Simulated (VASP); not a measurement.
Crystal: Bi.

```xyz
2
Lattice="3.2384 0.0000 0.0000 0.0000 3.2216 0.0000 -0.0805 0.0000 6.4439" Properties=species:S:1:pos:R:3 pbc="T T T"
Bi    1.4558    0.0000    1.6137
Bi    1.7022    0.0000    4.8302
```

Base run:

* Program: VASP 6.6.1
* Functional: PBE
* Potentials or basis: VASP PAW PBE potentials, release 64 (Bi_d)
* Cutoff: 520 eV
* k mesh: 10 × 10 × 6
* Occupations: gaussian, width 0.05 eV
* Spin: no spin polarisation

Its results: band gap on the k mesh zero (band 15 reaches 10.73 eV, above the bottom of band 16 at 4.43 eV); pressure 2.1 GPa; largest force 0.016 eV/Å.

The run is repeated on the same cell with these changes: functional from PBE to r2SCAN; further incar settings from ALGO = Fast; EDIFF = 1e-07; NBANDS = 22 to ALGO = Normal; EDIFF = 1e-07; NBANDS = 22. What comes out?

Band gap on the k mesh zero (band 15 reaches 10.83 eV, above the bottom of band 16 at 4.14 eV); pressure 1.0 GPa; largest force 0.041 eV/Å.

Caveats: spin-orbit coupling is left out, which moves the levels of the heavy elements; the PAW data sets were made with another functional, which shifts forces and pressure a little (some runs).
